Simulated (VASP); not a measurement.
A run of VASP 6.6.1 is set up as follows.

The input INCAR:

```
  PREC = Accurate
  ENCUT = 520
  EDIFF = 1E-6
  ISMEAR = -1
  SIGMA = 0.02
  LREAL = Auto
  LASPH = T
  NELM = 120
  ALGO = Normal
  ISIF = 2
  LWAVE = F
  LCHARG = F
  GGA = PE
  IVDW = 12
  NBANDS = 66
  GGA_COMPAT = F
```

KPOINTS

```
Automatic mesh
0
Gamma
  1 1 1
```

Contents of POSCAR:

```
H22SO10
1.0
    6.2263160000      0.0000000000      0.0000000000
    0.0000000000      6.2263160000      0.0000000000
    0.0000000000      0.0000000000      6.2263160000
O H S
10 22 1
Direct
    0.6341631231      0.1742924709      0.8685071558
    0.8159399555      0.7622484949      1.1126964966
    0.9422265108      1.0808959905      0.4054082703
    1.0325367360      0.3906804602      0.7229796881
    0.1975485986      0.1515342299      0.0114835161
    0.6720988784      0.4315714140      0.2565562043
    0.1772958520      0.4849898399      0.3051242500
    0.2929822386      0.0199957728      0.4925866275
    0.1464750584      0.7714674295      0.8076204292
    0.4275722594      0.8489771480      0.1843626311
    0.6294894124      0.2664978777      1.0187725776
    0.7234293923      0.0485198631      0.9052544073
    0.9479762993      0.7499940575      1.1940447610
    0.8743854311      0.7886364907      0.9689196629
    0.7996060592      1.0436669131      0.3624294045
    0.9794716490      0.9422746934      0.4699086908
    1.1499898174      0.2880033715      0.7954302352
    0.9814471350      0.3035021030      0.5991504447
    0.0697362614      0.1165054906      0.0946305970
    0.2964513847      0.0369560427      0.0861665229
    0.7002856906      0.3745714159      0.3926077636
    0.7858097790      0.5145418254      0.1951876519
    0.2925485953      0.5682332859      0.3709256003
    0.2113609396      0.4727193416      0.1447404854
    0.2955680373      0.0321377842      0.6545282957
    0.4303507885     -0.0001766695      0.4255485909
    0.0548960252      0.6391098685      0.8263634547
    0.1146424306      0.9072780758      0.8747869527
    0.5713651540      0.7785181478      0.1651217188
    0.3357523132      0.7245215309      0.1017294978
    0.7882189083      0.5505342164      0.7179205167
    0.5055638037      0.5467438530      0.7125401281
    0.6379695473      0.6928655725      0.6633296479
```

Potentials or basis: VASP PAW PBE potentials, release 64 (O, H, S).

Run with:

```sh
$ cat potpaw_PBE.64/O/POTCAR potpaw_PBE.64/H/POTCAR potpaw_PBE.64/S/POTCAR > POTCAR
$ mpirun -np 1 vasp_gam > vasp.out
```

(1) Predict the pressure.

(2) Estimate the dispersion energy per atom.

Results:

(1) 5.4 GPa.

(2) -0.056 eV.

Caveat: the k points lie up to 1.01 Å⁻¹ apart.
